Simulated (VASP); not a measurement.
# ZnB4 (P4/mmm) in VASP: further runs

The runs below take ZnB4 through single point, relaxation of cell and atoms, with PBE.

Everything below comes from runs of VASP 6.6.1. Logs are shortened: lines on timing, memory, paths and dates and some standing lists are left out, and cuts for length are marked.

## Step 1: The cell of the first run

Symmetry: P4/mmm, No. 123, tetragonal system. The conventional cell has a = 2.646 Å, b = 2.646 Å, c = 4.452 Å, α = 90.00°, β = 90.00°, γ = 90.00°. Within 1.8 Å of Zn (site symmetry 4/mmm) lie 4 B at 1.34 Å. B (site symmetry m2m) has 2 B at 0.75 Å within 1.0 Å.

The cell was built from a structure type or drawn by symmetry, and may not be a known phase.

## Step 2: Single point, PBE

INCAR reads:

```
SYSTEM = ZnB4
ALGO = Normal
EDIFF = 1E-6
ENCUT = 520
GGA = PE
ISIF = 2
ISMEAR = 0
LASPH = .True.
LCHARG = .False.
LREAL = .False.
LWAVE = .False.
NBANDS = 20
NELM = 60
PREC = Accurate
SIGMA = 0.1
```

KPOINTS reads:

```
k-points
0
Gamma
  6 6 4
  0 0 0
```

POSCAR reads:

```
ZnB4
1.0
    2.6455308800      0.0000000000      0.0000000000
    0.0000000000      2.6455308800      0.0000000000
    0.0000000000      0.0000000000      4.4523545000
Zn B
1 4
Direct
    0.0000000000      0.0000000000      0.5000000000
    0.3590982300      0.3590982300      0.5000000000
    0.6409017700      0.6409017700      0.5000000000
    0.3590982300      0.6409017700      0.5000000000
    0.6409017700      0.3590982300      0.5000000000
```

Potentials or basis: VASP PAW PBE potentials, release 64 (Zn, B).

On the command line:

```bash
> cat potpaw_PBE.64/Zn/POTCAR potpaw_PBE.64/B/POTCAR > POTCAR
> mpirun -np 1 vasp_std > vasp.out
```

OUTCAR:

```text
SYSTEM = ZnB4
   EDIFF = 1E-6
   ENCUT = 520
   GGA = PE
   ISIF = 2
   ISMEAR = 0
   LASPH = .True.
   LREAL = .False.
   NELM = 60
   PREC = Accurate

 ion  position               nearest neighbor table
   1  0.000  0.000  0.500-   2 1.34   3 1.34   4 1.34   5 1.34   3 1.94   5 1.94   3 1.94   4 1.94
                             2 1.94   5 1.94   2 1.94   4 1.94   4 2.40   3 2.40   5 2.40   2 2.40
   2  0.359  0.359  0.500-   4 0.75   5 0.75   3 1.05   1 1.34   4 1.90   5 1.90   1 1.94   1 1.94
                             3 2.04   3 2.04   1 2.40
   3  0.641  0.641  0.500-   4 0.75   5 0.75   2 1.05   1 1.34   4 1.90   5 1.90   1 1.94   1 1.94
                             2 2.04   2 2.04   1 2.40
   4  0.359  0.641  0.500-   2 0.75   3 0.75   5 1.05   1 1.34   2 1.90   3 1.90   1 1.94   1 1.94
                             5 2.04   5 2.04   1 2.40
   5  0.641  0.359  0.500-   2 0.75   3 0.75   4 1.05   1 1.34   2 1.90   3 1.90   1 1.94   1 1.94
                             4 2.04   4 2.04   1 2.40

 -----------------------------------------------------------------------------
|                                                                             |
|           W    W    AA    RRRRR   N    N  II  N    N   GGGG   !!!           |
|           W    W   A  A   R    R  NN   N  II  NN   N  G    G  !!!           |
|           W    W  A    A  R    R  N N  N  II  N N  N  G       !!!           |
|           W WW W  AAAAAA  RRRRR   N  N N  II  N  N N  G  GGG   !            |
|           WW  WW  A    A  R   R   N   NN  II  N   NN  G    G                |
|           W    W  A    A  R    R  N    N  II  N    N   GGGG   !!!           |
|                                                                             |
|     The distance between some ions is very small. Please check the          |
|     nearest-neighbor list in the OUTCAR file.                               |
|     I HOPE YOU KNOW WHAT YOU ARE DOING!                                     |
|                                                                             |
 -----------------------------------------------------------------------------

  LATTYP: Found a simple tetragonal cell.
 ALAT       =     2.6455308800
 C/A-ratio  =     1.6829720392

  Lattice vectors:

 A1 = (   2.6455308800,   0.0000000000,   0.0000000000)
 A2 = (   0.0000000000,   2.6455308800,   0.0000000000)
 A3 = (   0.0000000000,   0.0000000000,   4.4523545000)

Analysis of symmetry for initial positions (statically):
=====================================================================
 Subroutine PRICEL returns:
 Original cell was already a primitive cell.

 Routine SETGRP: Setting up the symmetry group for a
 simple tetragonal supercell.

 Subroutine GETGRP returns: Found 16 space group operations
 (whereof 16 operations were pure point group operations)
 out of a pool of 16 trial point group operations.

The static configuration has the point symmetry D_4h.

Analysis of symmetry for dynamics (positions and initial velocities):
=====================================================================
 Subroutine PRICEL returns:
 Original cell was already a primitive cell.

 Routine SETGRP: Setting up the symmetry group for a
 simple tetragonal supercell.

 Subroutine GETGRP returns: Found 16 space group operations
 (whereof 16 operations were pure point group operations)
 out of a pool of 16 trial point group operations.

The dynamic configuration has the point symmetry D_4h.

 Subroutine INISYM returns: Found 16 space group operations
 (whereof 16 operations are pure point group operations),
 and found     1 'primitive' translations

----------------------------------------------------------------------------------------

                                     Primitive cell

  volume of cell :      31.1613

  direct lattice vectors                    reciprocal lattice vectors
     2.645530880  0.000000000  0.000000000     0.377995966  0.000000000  0.000000000
     0.000000000  2.645530880  0.000000000     0.000000000  0.377995966  0.000000000
     0.000000000  0.000000000  4.452354500     0.000000000  0.000000000  0.224600265

  length of vectors
     2.645530880  2.645530880  4.452354500     0.377995966  0.377995966  0.224600265

  position of ions in fractional coordinates (direct lattice)
     0.000000000  0.000000000  0.500000000
     0.359098230  0.359098230  0.500000000
     0.640901770  0.640901770  0.500000000
     0.359098230  0.640901770  0.500000000
     0.640901770  0.359098230  0.500000000

  ion indices of the primitive-cell ions
   primitive index   ion index
                 1           1
                 2           2
                 3           3
                 4           4
                 5           5

----------------------------------------------------------------------------------------

 KPOINTS: k-points

Automatic generation of k-mesh.
 Grid dimensions read from file:
 generate k-points for:    6    6    4

 Generating k-lattice:

  Cartesian coordinates                     Fractional coordinates (reciprocal lattice)
     0.062999328  0.000000000  0.000000000     0.166666667  0.000000000  0.000000000
     0.000000000  0.062999328  0.000000000     0.000000000  0.166666667  0.000000000
     0.000000000  0.000000000  0.056150066     0.000000000  0.000000000  0.250000000

  Length of vectors
     0.062999328  0.062999328  0.056150066

  Shift w.r.t. Gamma in fractional coordinates (k-lattice)
     0.000000000  0.000000000  0.000000000

 Subroutine IBZKPT returns following result:
 ===========================================

 Found     30 irreducible k-points:

 Following reciprocal coordinates:
            Coordinates               Weight
  0.000000  0.000000  0.000000      1.000000
  0.166667  0.000000  0.000000      4.000000
  0.333333  0.000000  0.000000      4.000000
  0.500000  0.000000  0.000000      2.000000
  0.166667  0.166667  0.000000      4.000000
  0.333333  0.166667  0.000000      8.000000
[... 16 lines left out ...]
  0.333333  0.000000  0.500000      4.000000
  0.500000  0.000000  0.500000      2.000000
 [... further k-points ...]
   k-points           NKPTS =     30   k-points in BZ     NKDIM =     30   number of bands    NBANDS=     20
   number of dos      NEDOS =    301   number of ions     NIONS =      5
   total plane-waves  NPLWV =  14400
   dimension x,y,z NGX =    20 NGY =   20 NGZ =   36
   dimension x,y,z NGXF=    40 NGYF=   40 NGZF=   72
   ions per type =               1   4
   NGX,Y,Z   is equivalent  to a cutoff of  12.57, 12.57, 13.44 a.u.
   NGXF,Y,Z  is equivalent  to a cutoff of  25.14, 25.14, 26.88 a.u.
 SYSTEM =  ZnB4
   PREC   = accura    normal or accurate (medium, high low for compatibility)
   ISTART =      0    job   : 0-new  1-cont  2-samecut
   ICHARG =      2    charge: 1-file 2-atom 10-const
   ISPIN  =      1    spin polarized calculation?
   LNONCOLLINEAR =      F non collinear calculations
   LSORBIT =      F    spin-orbit coupling
   LASPH  =      T    aspherical Exc in radial PAW
   ENCUT  =  520.0 eV  38.22 Ry    6.18 a.u.   4.92  4.92  8.28*2*pi/ulx,y,z
   NELM   =     60;   NELMIN=  2; NELMDL= -5     # of ELM steps
   EDIFF  = 0.1E-05   stopping-criterion for ELM
   LREAL  =      F    real-space projection
   EDIFFG = 0.1E-04   stopping-criterion for IOM
   NSW    =      0    number of steps for IOM
   IBRION =     -1    ionic relax: 0-MD 1-quasi-New 2-CG
   NFREE  =      0    steps in history (QN), initial steepest desc. (CG)
   ISIF   =      2    stress and relaxation
   ISYM   =      2    0-nonsym 1-usesym 2-fastsym
   POTIM  = 0.5000    time-step for ionic-motion
   TEBEG  =    0.0;   TEEND  =   0.0 temperature during run
   PSTRESS=    0.0 pullay stress
   NELECT =      24.0000    total number of electrons
   NUPDOWN=      -1.0000    fix difference up-down
   EMIN   =  10.00;   EMAX   =-10.00  energy-range for DOS
   EFERMI =   0.00;   METHOD = LEGACY
   ISMEAR =     0;   SIGMA  =   0.10  broadening in eV -4-tet -1-fermi 0-gaus
   EFERMI_NEDOS =   21; number of points for ismear=-14 and -15
   IALGO  =     38    algorithm
   IMIX   =      4    mixing-type and parameters
     AMIX     =   0.40;   BMIX     =  1.00
     AMIX_MAG =   1.60;   BMIX_MAG =  1.00
  volume/ion in A,a.u.               =       6.23        42.06
  Fermi-wavevector in a.u.,A,eV,Ry     =   1.500629  2.835778 30.638803  2.251889
  Thomas-Fermi vector in A             =   2.612105
   LORBIT       =      0    0 simple, 1 ext, 2 COOP (PROOUT), +10 PAW based schemes
   GGA     = PE    functional components
   LHFCALC =     F    Hartree Fock is set to
   AEXX    =    0.0000 exact exchange contribution
   IVDW    =     0    specifies the selected vdW correction
   LEPSILON=     F    determine dielectric tensor
   LRPA    =     F    only Hartree local field effects (RPA)
 non-spin polarized calculation
 Gauss-broadening in eV      SIGMA  =   0.10
  energy-cutoff  :      520.00
  volume of cell :       31.16
 maximum number of plane-waves:       860
 NGX is ok and might be reduce to    20
   NGX =  9   NGY =  9   NGZ = 17

 number of electron      24.0000023 magnetization

 Free energy of the ion-electron system (eV)
  ---------------------------------------------------
  ext. energy  EPLUGINS =         0.00000000
  ---------------------------------------------------
  free energy    TOTEN  =       166.18978190 eV

  energy without entropy =      166.19821701  energy(sigma->0) =      166.19399945

 E-fermi :   7.4315     XC(G=0): -10.9791

 val. band max:        7.4276434639   @ k =   0.3333   0.3333   0.0000
 cond. band min:       7.5040732654   @ k =   0.5000   0.1667   0.0000
 fundamental gap:      0.0764298014
 Fermi energy:         7.4315158040

 k-point     1 :       0.0000    0.0000    0.0000
  band No.  band energies     occupation
      1     -14.1445      2.00000
      2     -13.3877      2.00000
      3     -13.1309      2.00000
      4     -10.3031      2.00000
      5      -9.1219      2.00000
      6      -7.1017      2.00000
[... 12 lines left out ...]
     19      23.1643      0.00000
     20      24.6136      0.00000
[... 507 lines left out ...]
 k-point    24 :       0.5000    0.0000    0.5000
  band No.  band energies     occupation
      1     -13.2508      2.00000
      2     -12.8100      2.00000
      3     -10.7617      2.00000
      4     -10.7515      2.00000
      5      -7.6770      2.00000
      6      -7.4826      2.00000
[... 12 lines left out ...]
     19      20.6219      0.00000
     20      23.7504      0.00000

 [... further k-points ...]

------------------------ aborting loop because EDIFF is reached ----------------------------------------

  FORCE on cell =-STRESS in cart. coord.  units (eV):
  Direction    XX          YY          ZZ          XY          YZ          ZX
  --------------------------------------------------------------------------------------
  -------------------------------------------------------------------------------------
  Total      377.3594083    377.3594083     -0.1975501      0.0000000     -0.0000000      0.0000000
  in kB    19402.1723609  19402.1723609    -10.1571626      0.0000000     -0.0000000      0.0000000
  external PRESSURE =   12931.3958530 kB  Pullay stress =       0.0000000 kB

 VOLUME and BASIS-vectors are now :
 -----------------------------------------------------------------------------
  energy-cutoff  :      520.00
  volume of cell :       31.16
      direct lattice vectors                 reciprocal lattice vectors
     2.645530880  0.000000000  0.000000000     0.377995966  0.000000000  0.000000000
     0.000000000  2.645530880  0.000000000     0.000000000  0.377995966  0.000000000
     0.000000000  0.000000000  4.452354500     0.000000000  0.000000000  0.224600265

 POSITION                                       TOTAL-FORCE (eV/Angst)
 -----------------------------------------------------------------------------------
      0.00000      0.00000      2.22618         0.000000      0.000000      0.000000
      0.95001      0.95001      2.22618      -146.796125   -146.796125      0.000000
      1.69553      1.69553      2.22618       146.796125    146.796125      0.000000
      0.95001      1.69553      2.22618      -146.796125    146.796125      0.000000
      1.69553      0.95001      2.22618       146.796125   -146.796125     -0.000000
 -----------------------------------------------------------------------------------
    total drift:                               -0.000000      0.000000      0.000000

  FREE ENERGIE OF THE ION-ELECTRON SYSTEM (eV)
  ---------------------------------------------------
  free  energy   TOTEN  =       166.1897818957 eV

  energy  without entropy=      166.1982170091  energy(sigma->0) =      166.19399945
```

Run time: 8.9 s. Hardware: 1 thread of AMD EPYC 9R45 (Zen 5), shared host; peak memory 0.11 GiB.

The run converged, but its numbers aren't listed here, since they failed a check.

Caveat: the k points lie up to 0.40 Å⁻¹ apart, too coarse for converged energies and pressures of a metal; atoms lie so close that the PAW spheres overlap strongly, which falsifies energies and pressures; forces of over 1 eV/Å act on the atoms, so gaps and moduli don't describe the material at rest.

## Step 3: Single point, PBE

This run uses another cell than the first one, of 9.83 Å³/atom.

INCAR reads:

```
PREC = Accurate
ENCUT = 520
EDIFF = 1E-6
ISMEAR = 0
SIGMA = 0.1
LREAL = False
LASPH = True
NELM = 100
ALGO = Normal
ISIF = 2
LWAVE = False
LCHARG = False
GGA = PE
NBANDS = 20
```

KPOINTS reads:

```
Automatic mesh
0
Gamma
  6 6 4
```

POSCAR reads:

```
ZnB4
1.0
    4.8617306248      0.0000000000      0.0000000000
    0.0000000000      4.8617306248      0.0000000000
    0.0000000000      0.0000000000      2.0797133257
Zn B
1 4
Direct
    0.0000000000      0.0000000000      0.5000000000
    0.3196477093      0.3196477093      0.5000000000
    0.6803522907      0.6803522907      0.5000000000
    0.3196477093      0.6803522907      0.5000000000
    0.6803522907      0.3196477093      0.5000000000
```

Potentials or basis: VASP PAW PBE potentials, release 64 (Zn, B).

On the command line:

```bash
> cat potpaw_PBE.64/Zn/POTCAR potpaw_PBE.64/B/POTCAR > POTCAR
> mpirun -np 1 vasp_std > vasp.out
```

Run time: 9.5 s. Hardware: 1 thread of AMD EPYC 9R45 (Zen 5), shared host; peak memory 0.13 GiB.

The run converged. Its results:

```
Free energy            : -21.9227 eV
Pressure               : 0.2 GPa
Largest force          : 0.015 eV/Å
Band gap on the k mesh : zero (bands 12 and 13 overlap by 2.29 eV)
```

Forces in eV/Å, atoms in the order of the input:
```
Zn   0.000  0.000  0.000
B    0.011  0.011  0.000
B   -0.011 -0.011  0.000
B    0.011 -0.011  0.000
B   -0.011  0.011  0.000
```

Levels at points of the mesh, in eV from the Fermi level:
```csv
k point,band 10,band 11,band 12,band 13,band 14,band 15
"(0.00, 0.00, 0.00)",-4.85,-2.90,-2.90,-1.76,2.17,8.42
"(0.50, 0.00, 0.00)",-5.61,-5.17,-2.99,1.49,3.51,6.07
"(0.50, 0.50, 0.00)",-2.71,-1.41,-1.37,-1.37,3.29,4.42
"(0.00, 0.00, 0.50)",-1.28,-1.28,-1.06,-0.29,1.06,1.58
"(0.50, 0.00, 0.50)",-2.05,-0.96,-0.62,1.18,1.33,1.34
"(0.50, 0.50, 0.50)",-2.51,-2.51,-1.69,-0.28,1.24,3.24
```

Caveat: the k points lie up to 0.76 Å⁻¹ apart, too coarse for converged energies and pressures of a metal.

## Step 4: Single point, PBE

This run uses another cell than the first one, of 9.82 Å³/atom.

INCAR reads:

```
SYSTEM = ZnB4
  PREC = Accurate
  ENCUT = 520
  EDIFF = 1E-6
  ISMEAR = 0
  SIGMA = 0.1
  LREAL = .FALSE.
  LASPH = .TRUE.
  NELM = 100
  ALGO = Normal
  ISIF = 2
  LWAVE = .FALSE.
  LCHARG = .FALSE.
  GGA = PE
  NBANDS = 20
```

KPOINTS reads:

```
Automatic mesh
0
G
  4 4 8
  0 0 0
```

POSCAR reads:

```
ZnB4
1.0
    4.8536425032      0.0000000000      0.0000000000
    0.0000000000      4.8536425032      0.0000000000
    0.0000000000      0.0000000000      2.0846944488
Zn B
1 4
Direct
    0.0000000000      0.0000000000      0.5000000000
    0.3211197418      0.3211197418      0.5000000000
    0.6788802582      0.6788802582      0.5000000000
    0.3211197418      0.6788802582      0.5000000000
    0.6788802582      0.3211197418      0.5000000000
```

On the command line:

```bash
> cat potpaw_PBE.64/Zn/POTCAR potpaw_PBE.64/B/POTCAR > POTCAR
> mpirun -np 1 vasp_std > vasp.out
```

It took 10 s on 1 thread of AMD EPYC 9R45 (Zen 5), shared host; peak memory 0.13 GiB.

It converged, with:

```
Free energy            : -21.8164 eV
Pressure               : 0.2 GPa
Band gap on the k mesh : zero (bands 12 and 13 overlap by 2.46 eV)
```

Forces in eV/Å, atoms in the order of the input:
```
Zn   0.000  0.000  0.000
B    0.002  0.002  0.000
B   -0.002 -0.002  0.000
B    0.002 -0.002  0.000
B   -0.002  0.002  0.000
```

Stress tensor (GPa, compression positive):
```
0.18 0.00 0.00
0.00 0.18 0.00
0.00 0.00 0.33
```

Levels at points of the mesh, in eV from the Fermi level:
| k point | band 10 | band 11 | band 12 | band 13 | band 14 | band 15 |
| --- | --- | --- | --- | --- | --- | --- |
| (0.00, 0.00, 0.00) | -4.82 | -2.79 | -2.79 | -1.66 | 2.20 | 8.64 |
| (0.50, 0.00, 0.00) | -5.47 | -5.09 | -2.99 | 1.56 | 3.67 | 6.12 |
| (0.50, 0.50, 0.00) | -2.73 | -1.41 | -1.27 | -1.27 | 3.41 | 4.58 |
| (0.00, 0.00, 0.50) | -1.33 | -1.33 | -1.04 | -0.34 | 1.15 | 1.74 |
| (0.50, 0.00, 0.50) | -2.00 | -1.01 | -0.64 | 1.33 | 1.39 | 1.40 |
| (0.50, 0.50, 0.50) | -2.46 | -2.46 | -1.54 | -0.20 | 1.16 | 3.29 |

Caveat: the k points lie up to 0.38 Å⁻¹ apart, too coarse for converged energies and pressures of a metal.

(Part 1 of 2 ends here.)
